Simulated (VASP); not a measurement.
Na2CdSn, 8 atoms in the cell. The structure is hexagonal, space group P6_3/mmc (No. 194). The conventional cell has a = 4.990 Å, b = 4.990 Å, c = 10.111 Å, α = 90.00°, β = 90.00°, γ = 120.00°. Within 4.4 Å of Na (site symmetry 3m) lie 4 Na at 3.32 to 3.41 Å and 3 Cd at 3.35 Å and 4 Sn at 3.35 Å. Cd (site symmetry -6m2) has 3 Sn at 2.88 Å and 6 Na at 3.35 Å within 3.8 Å. Sn (site symmetry -6m2) has 3 Cd at 2.88 Å and 8 Na at 3.35 Å within 3.8 Å. 

- Program: VASP 6.6.1
- Task: single point
- Functional: r2SCAN
- Potentials or basis: VASP PAW PBE potentials, release 64 (Na_pv, Cd, Sn_d)
- Cutoff: 520 eV
- k mesh: 6 × 6 × 3
- Occupations: fermi-dirac, width 0.05 eV
- Spin: no spin polarisation
- Dipole correction: no
- Further INCAR settings: ALGO = Normal; EDIFF = 1e-06; NBANDS = 50

Potentials or basis: VASP PAW PBE potentials, release 64 (Na_pv, Cd, Sn_d).

The run is started by

```sh
$ cat potpaw_PBE.64/Na_pv/POTCAR potpaw_PBE.64/Cd/POTCAR potpaw_PBE.64/Sn_d/POTCAR > POTCAR
$ cp INCAR.step1 INCAR
$ mpirun -np 1 vasp_std > vasp.out
$ cp INCAR.step2 INCAR
$ mpirun -np 1 vasp_std > vasp.out
```

Hardware: 1 thread of AMD EPYC 9R45 96-Core Processor (Zen 5) (shared host).

Task: Estimate the wall time of this run.

Result: It took 6.8 min on 1 thread of AMD EPYC 9R45 96-Core Processor (Zen 5) (shared host), peak memory 0.42 GiB. Counts: k points 14.
